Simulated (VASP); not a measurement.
# ZnSe (F-43m) in VASP: further runs

Runs on ZnSe. Level: PBEsol. Tasks: single point, relaxation of cell and atoms.

Program: VASP 6.6.1. These are calculated values, not measurements. Logs are shortened: lines on timing, memory, paths and dates and some standing lists are left out, and cuts for length are marked.

## Step 1: The cell of the first run

The structure is cubic, space group F-43m (No. 216). Conventional cell: a = 5.633 Å, b = 5.633 Å, c = 5.633 Å, α = 90.00°, β = 90.00°, γ = 90.00°. Within 3.2 Å of Zn (site symmetry -43m) lie 4 Se at 2.44 Å. Se (site symmetry -43m) has 4 Zn at 2.44 Å within 3.2 Å.

## Step 2: Single point, PBEsol

INCAR reads:

```
  PREC = Accurate
  ENCUT = 520
  EDIFF = 1E-6
  ISMEAR = -1
  SIGMA = 0.1
  LREAL = F
  LASPH = T
  NELM = 60
  ALGO = Normal
  ISIF = 2
  LWAVE = F
  LCHARG = T
  GGA = PS
  LELF = T
  LVHAR = T
  NBANDS = 16
```

KPOINTS reads:

```
regular mesh
0
Gamma
  12 12 12
```

POSCAR reads:

```
ZnSe
1.0
    2.8165925223      2.8165925223      0.0000000000
   -2.8165925223      2.8165925223      0.0000000000
    0.0000000000      2.8165925223      2.8165925223
Zn Se
1 1
Direct
    0.0000000000      0.0000000000      0.0000000000
    0.7500000000      0.2500000000      0.5000000000
```

Potentials or basis: VASP PAW PBE potentials, release 64 (Zn, Se).

On the command line:

```console
$ cat potpaw_PBE.64/Zn/POTCAR potpaw_PBE.64/Se/POTCAR > POTCAR
$ mpirun -np 1 vasp_std > vasp.out
```

OUTCAR:

```text
PREC = Accurate
   ENCUT = 520
   EDIFF = 1E-6
   ISMEAR = -1
   LREAL = F
   LASPH = T
   NELM = 60
   ISIF = 2
   GGA = PS

 ion  position               nearest neighbor table
   1  0.000  0.000  0.000-   2 2.44   2 2.44   2 2.44   2 2.44
   2  0.750  0.250  0.500-   1 2.44   1 2.44   1 2.44   1 2.44

  LATTYP: Found a face centered cubic cell.
 ALAT       =     5.6331850446

  Lattice vectors:

 A1 = (   0.0000000000,   2.8165925223,   2.8165925223)
 A2 = (   2.8165925223,   0.0000000000,   2.8165925223)
 A3 = (   2.8165925223,   2.8165925223,   0.0000000000)

Analysis of symmetry for initial positions (statically):
=====================================================================
 Subroutine PRICEL returns:
 Original cell was already a primitive cell.

 Routine SETGRP: Setting up the symmetry group for a
 face centered cubic supercell.

 Subroutine GETGRP returns: Found 24 space group operations
 (whereof 24 operations were pure point group operations)
 out of a pool of 48 trial point group operations.

The static configuration has the point symmetry T_d .

Analysis of symmetry for dynamics (positions and initial velocities):
=====================================================================
 Subroutine PRICEL returns:
 Original cell was already a primitive cell.

 Routine SETGRP: Setting up the symmetry group for a
 face centered cubic supercell.

 Subroutine GETGRP returns: Found 24 space group operations
 (whereof 24 operations were pure point group operations)
 out of a pool of 48 trial point group operations.

The dynamic configuration has the point symmetry T_d .

 Subroutine INISYM returns: Found 24 space group operations
 (whereof 24 operations are pure point group operations),
 and found     1 'primitive' translations

----------------------------------------------------------------------------------------

                                     Primitive cell

  volume of cell :      44.6891

  direct lattice vectors                    reciprocal lattice vectors
     2.816592522  2.816592522  0.000000000     0.177519466  0.177519466 -0.177519466
    -2.816592522  2.816592522  0.000000000    -0.177519466  0.177519466 -0.177519466
     0.000000000  2.816592522  2.816592522     0.000000000  0.000000000  0.355038932
[... 74 lines left out ...]
 SYSTEM =  unknown system
   PREC   = accura    normal or accurate (medium, high low for compatibility)
   ISTART =      0    job   : 0-new  1-cont  2-samecut
   ICHARG =      2    charge: 1-file 2-atom 10-const
   ISPIN  =      1    spin polarized calculation?
   LNONCOLLINEAR =      F non collinear calculations
   LSORBIT =      F    spin-orbit coupling
   LASPH  =      T    aspherical Exc in radial PAW
   ENCUT  =  520.0 eV  38.22 Ry    6.18 a.u.   7.41  7.41  7.41*2*pi/ulx,y,z
   NELM   =     60;   NELMIN=  2; NELMDL= -5     # of ELM steps
   EDIFF  = 0.1E-05   stopping-criterion for ELM
   LREAL  =      F    real-space projection
   EDIFFG = 0.1E-04   stopping-criterion for IOM
   NSW    =      0    number of steps for IOM
   IBRION =     -1    ionic relax: 0-MD 1-quasi-New 2-CG
   NFREE  =      0    steps in history (QN), initial steepest desc. (CG)
   ISIF   =      2    stress and relaxation
   ISYM   =      2    0-nonsym 1-usesym 2-fastsym
   POTIM  = 0.5000    time-step for ionic-motion
   TEBEG  =    0.0;   TEEND  =   0.0 temperature during run
   PSTRESS=    0.0 pullay stress
   NELECT =      18.0000    total number of electrons
   NUPDOWN=      -1.0000    fix difference up-down
   EMIN   =  10.00;   EMAX   =-10.00  energy-range for DOS
   EFERMI =   0.00;   METHOD = LEGACY
   ISMEAR =    -1;   SIGMA  =   0.10  broadening in eV -4-tet -1-fermi 0-gaus
   EFERMI_NEDOS =   21; number of points for ismear=-14 and -15
   IALGO  =     38    algorithm
   IMIX   =      4    mixing-type and parameters
     AMIX     =   0.40;   BMIX     =  1.00
     AMIX_MAG =   1.60;   BMIX_MAG =  1.00
  volume/ion in A,a.u.               =      22.34       150.79
  Fermi-wavevector in a.u.,A,eV,Ry     =   1.209015  2.284707 19.887867  1.461717
  Thomas-Fermi vector in A             =   2.344605
   LORBIT       =      0    0 simple, 1 ext, 2 COOP (PROOUT), +10 PAW based schemes
   GGA     = PS    functional components
   LHFCALC =     F    Hartree Fock is set to
   AEXX    =    0.0000 exact exchange contribution
   IVDW    =     0    specifies the selected vdW correction
   LEPSILON=     F    determine dielectric tensor
   LRPA    =     F    only Hartree local field effects (RPA)
 non-spin polarized calculation
  energy-cutoff  :      520.00
  volume of cell :       44.69
 maximum number of plane-waves:      1243
 NGX is ok and might be reduce to    30
   NGX = 15   NGY = 15   NGZ = 15

 number of electron      17.9999998 magnetization

 Free energy of the ion-electron system (eV)
  ---------------------------------------------------
  ext. energy  EPLUGINS =         0.00000000
  ---------------------------------------------------
  free energy    TOTEN  =        -6.77401600 eV

  energy without entropy =       -6.77399864  energy(sigma->0) =       -6.77400732

 E-fermi :   2.4222     XC(G=0):  -9.6100

 val. band max:        1.6455221410   @ k =   0.0000   0.0000   0.0000
 cond. band min:       2.8893603948   @ k =   0.0000   0.0000   0.0000
 fundamental gap:      1.2438382538
 Fermi energy:         2.4221809985

 k-point     1 :       0.0000    0.0000    0.0000
  band No.  band energies     occupation
      1     -11.7602      2.00000
      2      -4.9790      2.00000
      3      -4.9790      2.00000
      4      -4.9790      2.00000
      5      -4.5905      2.00000
      6      -4.5905      2.00000
[... 433 lines left out ...]
      3      -4.8514      2.00000
      4      -4.7614      2.00000
      5      -4.5648      2.00000
      6      -4.5638      2.00000
[... 8 lines left out ...]
     15      14.0429      0.00000
     16      14.6666      0.00000

 [... further k-points ...]
[... 5 lines left out ...]
  --------------------------------------------------------------------------------------
  -------------------------------------------------------------------------------------
  Total        0.0780759      0.0780759      0.0780759      0.0000000      0.0000000     -0.0000000
  in kB        2.7991474      2.7991474      2.7991474      0.0000000      0.0000000     -0.0000000
  external PRESSURE =       2.7991474 kB  Pullay stress =       0.0000000 kB

 VOLUME and BASIS-vectors are now :
 -----------------------------------------------------------------------------
  energy-cutoff  :      520.00
  volume of cell :       44.69
      direct lattice vectors                 reciprocal lattice vectors
     2.816592522  2.816592522  0.000000000     0.177519466  0.177519466 -0.177519466
    -2.816592522  2.816592522  0.000000000    -0.177519466  0.177519466 -0.177519466
     0.000000000  2.816592522  2.816592522     0.000000000  0.000000000  0.355038932

 POSITION                                       TOTAL-FORCE (eV/Angst)
 -----------------------------------------------------------------------------------
      0.00000      0.00000      0.00000         0.000000      0.000000     -0.000000
      1.40830      4.22489      1.40830        -0.000000     -0.000000      0.000000
 -----------------------------------------------------------------------------------
    total drift:                               -0.000000      0.000000     -0.000000

  FREE ENERGIE OF THE ION-ELECTRON SYSTEM (eV)
  ---------------------------------------------------
  free  energy   TOTEN  =        -6.7740159960 eV

  energy  without entropy=       -6.7739986362  energy(sigma->0) =       -6.77400732
```

stdout:

```text
POSCAR found type information on POSCAR ZnSe
 POSCAR found :  2 types and       2 ions
 scaLAPACK will be used
 -----------------------------------------------------------------------------
|                                                                             |
|                                                                             |
|     You enforced a specific xc type in the INCAR file but a different       |
|     I HOPE YOU KNOW WHAT YOU ARE DOING!                                     |
|                                                                             |
 -----------------------------------------------------------------------------

 LDA part: xc-table for (Slater+PW92), standard interpolation
 POSCAR, INCAR and KPOINTS ok, starting setup
 FFT: planning ... GRIDC
 FFT: planning ... GRID_SOFT
 FFT: planning ... GRID
 WAVECAR not read
 entering main loop
```

Wall time 64 s (1 thread of AMD EPYC 7R13, shared host); peak memory 0.17 GiB.

What came out:

| Item | Value |
| --- | --- |
| Free energy | -6.7740 eV |
| Pressure | 0.3 GPa |
| Band gap on the k mesh | 1.24 eV, direct |

Caveat: the PAW data sets were made with another functional, which shifts forces and pressure a little.

## Step 3: Relaxation of cell and atoms, PBEsol, target pressure -2 GPa, at which the enthalpy is minimised

INCAR reads:

```
SYSTEM = ZnSe
PREC = Accurate ; ENCUT = 600
EDIFF = 1E-6 ; ISMEAR = 0
SIGMA = 0.01 ; LREAL = .FALSE.
LASPH = .TRUE. ; NELM = 60
ALGO = Normal ; ISIF = 3
LWAVE = .FALSE. ; LCHARG = .FALSE.
GGA = PS ; IBRION = 2
NSW = 100 ; EDIFFG = -0.002
PSTRESS = -20.0
```

KPOINTS reads:

```
Automatic mesh
0
G
  8 8 8
  0 0 0
```

POSCAR is that of step 2.

Potentials or basis: VASP PAW PBE potentials, release 64 (Zn, Se).

On the command line:

```console
$ cat potpaw_PBE.64/Zn/POTCAR potpaw_PBE.64/Se/POTCAR > POTCAR
$ mpirun -np 1 vasp_std > vasp.out
```

Run time: 77 s. Hardware: 1 thread of AMD EPYC 7R13, shared host; peak memory 0.17 GiB.

It converged, with:

```yaml
Free_energy: -6.7632 eV
Relaxed_volume: 23.20 Å³/atom
Relaxed_cell: a = 4.033 Å, b = 4.033 Å, c = 4.033 Å, α = 60.00°, β = 60.00°, γ = 90.00°
Space_group_after_relaxing_to_0.05_Å: F-43m (No. 216)
Energy_change_on_relaxing_the_enthalpy_is_what_falls: +4.9 meV/atom
Ionic_steps: 5
Pressure_after_relaxing: -2.0 GPa
Band_gap_on_the_k_mesh: 1.10 eV, direct
```

Step by step:
| step | energy change (eV) | largest force (eV/Å) | pressure (GPa) | volume (Å³) |
| --- | --- | --- | --- | --- |
| 1 | 0.0000 | 0.0000 | 0.25 | 44.69 |
| 2 | 0.0147 | 0.0000 | -2.45 | 46.75 |
| 3 | 0.0096 | 0.0000 | -1.91 | 46.37 |
| 4 | 0.0103 | 0.0000 | -2.04 | 46.44 |
| 5 | 0.0098 | 0.0000 | -2.00 | 46.40 |

Final structure:
```
Zn Se
1.0
     2.85199    2.85199    0.00000
    -2.85199    2.85199    0.00000
     0.00000    2.85199    2.85199
Zn Se
1 1
Direct
  0.00000 0.00000 0.00000
  0.75000 0.25000 0.50000
```

Levels at points of the mesh, in eV from the valence-band top:
```csv
k point,band 5,band 6,band 7,band 8,band 9,band 10,band 11,band 12,band 13
"(0.00, 0.00, 0.00)",-6.13,-6.13,0.00,0.00,0.00,1.10,5.74,5.74,5.74
"(0.50, 0.00, 0.00)",-6.12,-5.98,-5.16,-0.85,-0.85,2.41,6.31,6.31,8.35
"(0.50, 0.50, 0.00)",-6.09,-5.96,-4.71,-2.14,-2.14,2.88,3.37,10.47,11.04
```

Caveat: the cell is relaxed towards a set pressure, so the enthalpy falls and the energy may rise; the PAW data sets were made with another functional, which shifts forces and pressure a little.

## Step 4: Relaxation of cell and atoms, PBEsol, target pressure 2 GPa, at which the enthalpy is minimised

INCAR reads:

```
SYSTEM = ZnSe
PREC = Accurate ; ENCUT = 600
EDIFF = 1E-7 ; ISMEAR = 0
SIGMA = 0.01 ; LREAL = .FALSE.
LASPH = .TRUE. ; NELM = 60
ALGO = Normal ; ISIF = 3
LWAVE = .FALSE. ; LCHARG = .FALSE.
GGA = PS ; IBRION = 2
NSW = 100 ; EDIFFG = -0.002
PSTRESS = 20.0
```

KPOINTS reads:

```
regular mesh
0
G
  8 8 8
  0 0 0
```

POSCAR is that of step 3.

On the command line:

```console
$ cat potpaw_PBE.64/Zn/POTCAR potpaw_PBE.64/Se/POTCAR > POTCAR
$ mpirun -np 1 vasp_std > vasp.out
```

It took 62 s on 1 thread of AMD EPYC 7R13, shared host; peak memory 0.17 GiB.

The run converged. Its results:

```
Free energy                                            : -6.7653 eV
Relaxed volume                                         : 21.79 Å³/atom
Relaxed cell                                           : a = 3.950 Å, b = 3.950 Å, c = 3.950 Å, α = 60.00°, β = 60.00°, γ = 90.00°
Space group after relaxing (to 0.05 Å)                 : F-43m (No. 216)
Energy change on relaxing (the enthalpy is what falls) : +3.8 meV/atom
Ionic steps                                            : 3
Pressure after relaxing                                : 2.0 GPa
Band gap on the k mesh                                 : 1.34 eV, direct
```

The path:
```csv
step,energy change (eV),largest force (eV/Å),pressure (GPa),volume (Å³)
1,0.0000,0.0000,0.25,44.69
2,0.0144,0.0000,2.79,43.13
3,0.0076,0.0000,2.00,43.59
```

Final structure:
```
Zn Se
1.0
     2.79324    2.79324    0.00000
    -2.79324    2.79324    0.00000
     0.00000    2.79324    2.79324
Zn Se
1 1
Cartesian
  0.0000 0.0000 0.0000
  1.3966 4.1899 1.3966
```

Levels at points of the mesh, in eV from the valence-band top:
```tsv
k point	band 5	band 6	band 7	band 8	band 9	band 10	band 11	band 12	band 13
(0.00, 0.00, 0.00)	-6.31	-6.31	0.00	0.00	0.00	1.34	5.71	5.71	5.71
(0.50, 0.00, 0.00)	-6.29	-6.14	-5.57	-0.94	-0.94	2.52	6.29	6.29	8.51
(0.50, 0.50, 0.00)	-6.26	-6.12	-4.98	-2.37	-2.37	2.74	3.36	10.93	11.47
```

Caveat: the cell is relaxed towards a set pressure, so the enthalpy falls and the energy may rise; the PAW data sets were made with another functional, which shifts forces and pressure a little. As with any semilocal functional, this PBEsol gap is likely too small.

## Step 5: Relaxation of cell and atoms, PBEsol, target pressure 4 GPa, at which the enthalpy is minimised

INCAR reads:

```
PREC     = Accurate       # precision mode
ENCUT    = 600            # plane-wave cutoff, eV
EDIFF    = 1E-7           # SCF threshold, eV
ISMEAR   = 0              # smearing method
SIGMA    = 0.01           # smearing width, eV
LREAL    = F              # projectors in reciprocal space
LASPH    = T              # aspherical terms in the spheres
NELM     = 80             # most SCF steps
ALGO     = Normal         # electronic algorithm
ISIF     = 3              # what is computed and relaxed
LWAVE    = F              # write WAVECAR
LCHARG   = F              # write CHGCAR
GGA      = PS             # functional
IBRION   = 2              # ionic algorithm
NSW      = 100            # ionic steps
EDIFFG   = -0.002         # ionic threshold
PSTRESS  = 40.0
```

KPOINTS reads:

```
regular mesh
0
Gamma
  8 8 8
```

POSCAR is that of step 4.

On the command line:

```console
$ cat potpaw_PBE.64/Zn/POTCAR potpaw_PBE.64/Se/POTCAR > POTCAR
$ mpirun -np 1 vasp_std > vasp.out
```

Run time: 61 s. Hardware: 1 thread of AMD EPYC 7R13, shared host; peak memory 0.17 GiB.

Results (log left out):

| Item | Value |
| --- | --- |
| Free energy | -6.7450 eV |
| Relaxed volume | 21.24 Å³/atom |
| Relaxed cell | a = 3.917 Å, b = 3.917 Å, c = 3.917 Å, α = 60.00°, β = 60.00°, γ = 90.00° |
| Space group after relaxing (to 0.05 Å) | F-43m (No. 216) |
| Energy change on relaxing (the enthalpy is what falls) | +14.0 meV/atom |
| Ionic steps | 3 |
| Pressure after relaxing | 4.0 GPa |
| Band gap on the k mesh | 1.45 eV, direct |

The path:
| step | energy change (eV) | largest force (eV/Å) | pressure (GPa) | volume (Å³) |
| --- | --- | --- | --- | --- |
| 1 | 0.0000 | 0.0000 | 0.25 | 44.69 |
| 2 | 0.0629 | 0.0000 | 6.28 | 41.39 |
| 3 | 0.0280 | 0.0000 | 4.00 | 42.49 |

Final structure:
```yaml
crystal:
  lattice:
    - [2.76958, 2.76958, 0.00000]
    - [-2.76958, 2.76958, 0.00000]
    - [0.00000, 2.76958, 2.76958]
  atoms:
    - { symbol: Zn, position: [0.00000, 0.00000, 0.00000] }
    - { symbol: Se, position: [0.75000, 0.25000, 0.50000] }
```

Levels at points of the mesh, in eV from the valence-band top:
```
           k point  band 7  band 8  band 9  band 10  band 11  band 12
(0.00, 0.00, 0.00)    0.00    0.00    0.00     1.45     5.70     5.70
(0.50, 0.00, 0.00)   -5.75   -0.98   -0.98     2.56     6.28     6.28
(0.50, 0.50, 0.00)   -5.09   -2.47   -2.47     2.67     3.34    11.14
```

Caveat: the cell is relaxed towards a set pressure, so the enthalpy falls and the energy may rise; the PAW data sets were made with another functional, which shifts forces and pressure a little.

## Step 6: The runs side by side

```tsv
task	cell	k mesh	cutoff (eV)	smearing	gap on the mesh (eV)	pressure (GPa)
single point	a = 3.983 Å, angles 60.0, 60.0, 90.0°, 2 atoms	12 × 12 × 12	520	fermi-dirac 0.1 eV	1.24	0.3
relaxation of cell and atoms	relaxed to -2 GPa from a = 3.983 Å, angles 60.0, 60.0, 90.0°, 2 atoms	8 × 8 × 8	600	gaussian 0.01 eV	1.10	-2.0
relaxation of cell and atoms	relaxed to 2 GPa from a = 3.983 Å, angles 60.0, 60.0, 90.0°, 2 atoms	8 × 8 × 8	600	gaussian 0.01 eV	1.34	2.0
relaxation of cell and atoms	relaxed to 4 GPa from a = 3.983 Å, angles 60.0, 60.0, 90.0°, 2 atoms	8 × 8 × 8	600	gaussian 0.01 eV	1.45	4.0
```

Alike in all rows: level PBEsol; potentials or basis VASP PAW PBE potentials, release 64 (Zn, Se); no spin polarisation.

Caveats: the PAW data sets were made with another functional, which shifts forces and pressure a little; the cell is relaxed towards a set pressure, so the enthalpy falls and the energy may rise (some runs).

Absolute energies hang on the potentials; compare differences alone.
